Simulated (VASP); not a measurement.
LiHF2, 4 atoms in the cell. Symmetry: R-3m, No. 166, trigonal system. The conventional cell has a = 2.886 Å, b = 2.886 Å, c = 12.794 Å, α = 90.00°, β = 90.00°, γ = 120.00°. Li (site symmetry -3m) has 6 F at 1.95 Å within 2.6 Å. Within 1.5 Å of H (site symmetry -3m) lie 2 F at 1.12 Å. F (site symmetry 3m) has 1 H at 1.12 Å within 1.5 Å.  This cell differs from its parent crystal: strain +0.000 along x and y, -0.015 along z.

* Program: VASP 6.6.1
* Task: single point
* Functional: LDA
* Potentials or basis: VASP PAW LDA potentials, release 64 (Li_sv, H, F)
* Cutoff: 520 eV
* k mesh: 9 × 9 × 9
* Occupations: gaussian, width 0.05 eV
* Spin: no spin polarisation
* Dipole correction: no
* Further INCAR settings: ALGO = Normal; EDIFF = 1e-06; NBANDS = 17

Potentials or basis: VASP PAW LDA potentials, release 64 (Li_sv, H, F).

The run is started by

```sh
$ cat potpaw_LDA.64/Li_sv/POTCAR potpaw_LDA.64/H/POTCAR potpaw_LDA.64/F/POTCAR > POTCAR
$ mpirun -np 1 vasp_std > vasp.out
```

Hardware: 1 thread of Intel Xeon 8259CL (shared host).

Question: Estimate the wall time of this run.

Answer: It took 110 s on 1 thread of Intel Xeon 8259CL, with other jobs on the host, peak memory 0.18 GiB. Counts: scf iterations 12, k points 85.
